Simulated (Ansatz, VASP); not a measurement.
**Si: VASP beside Ansatz**

File POSCAR:

```
Si
1.0
    3.8313174605      0.0000000000      0.0000000000
   -1.9156587303      3.3180182508      0.0000000000
    0.0000000000      0.0000000000      6.3326220002
Si
4
Direct
    0.6666666667      0.3333333333      0.9369905000
    0.3333333333      0.6666666667      0.4369905000
    0.6666666667      0.3333333333      0.5630095000
    0.3333333333      0.6666666667      0.0630095000
```

INCAR.step1

```
  PREC = Accurate
  ENCUT = 520
  EDIFF = 1E-5
  ISMEAR = -1
  SIGMA = 0.05
  LREAL = F
  LASPH = T
  NELM = 80
  ALGO = Normal
  ISIF = 2
  LWAVE = T
  LCHARG = F
  GGA = PE
  NBANDS = 16
```

Contents of INCAR.step2:

```
  PREC = Accurate
  ENCUT = 520
  EDIFF = 1E-6
  ISMEAR = -1
  SIGMA = 0.05
  LREAL = F
  LASPH = T
  NELM = 80
  ALGO = Normal
  ISIF = 2
  LWAVE = F
  LCHARG = F
  GGA = PE
  LHFCALC = T
  AEXX = 0.25
  HFSCREEN = 0.15
  PRECFOCK = Normal
  ISTART = 1
  NBANDS = 16
```

Contents of KPOINTS:

```
regular mesh
0
Gamma
  4 4 2
```

Contents of input.yaml:

```yaml
crystal:
  lattice:
    - [3.8313174605, 0.0, 0.0]
    - [-1.9156587303, 3.3180182508, 0.0]
    - [0.0, 0.0, 6.3326220002]
  atoms:
    - { symbol: Si, position: [0.6666666667, 0.3333333333, 0.9369905] }
    - { symbol: Si, position: [0.3333333333, 0.6666666667, 0.4369905] }
    - { symbol: Si, position: [0.6666666667, 0.3333333333, 0.5630095] }
    - { symbol: Si, position: [0.3333333333, 0.6666666667, 0.0630095] }
hamiltonian:
  xc:
    exchange: pbe
    correlation: pbe
    exx: { coeff: 0.25, omega: 0.15 }
  pseudopotentials: { kind: paw }
kpoints:
  mp_grid: { grid: [4, 4, 2] }
scf:
  occupations: { method: fermi_dirac, width: 0.05 }
output:
  forces: true
  stress: true
  eigenvalues: true
  write_density: true
  write_potential: true
  elf: true
  volumetric_format: npy
```

Alike in both runs: task single point; functional PBE-based screened hybrid; k mesh 4 × 4 × 2; occupations fermi-dirac, width 0.05 eV; no spin polarisation.

|  | VASP | Ansatz |
| --- | --- | --- |
| version | VASP 6.6.1 | Ansatz 0.2.0 |
| potentials or method | VASP PAW PBE potentials, release 64 (Si) | Ansatz PAW |
| plane-wave cutoff (eV) | 520 | 420 |
| valence electrons in the cell | 16 | 16 |

Ansatz gave:

| Property | Result |
| --- | --- |
| gap on the k mesh at the Fermi level (eV) | 1.14 |
| least direct gap on the mesh (eV) | 1.88 |
| pressure (GPa) | 0.2 |
| traceless stress, the component that is largest in VASP (GPa) | -0.76 |
| rms of the force components (eV/Å) | 0.047 |

What did VASP give for the same quantities?

gap on the k mesh at the Fermi level (eV): 1.16; least direct gap on the mesh (eV): 1.89; pressure (GPa): -0.2; traceless stress, the component that is largest in VASP (GPa): -0.79; rms of the force components (eV/Å): 0.049.

VASP's potentials were made for PBE, not for PBE-based screened hybrid. Atom by atom the forces differ by 0.001 eV/Å (rms over components). With one functional, cell and mesh, what is left measures potentials, basis and numerics.

The k mesh is coarse, so the values compare programs but aren't converged.
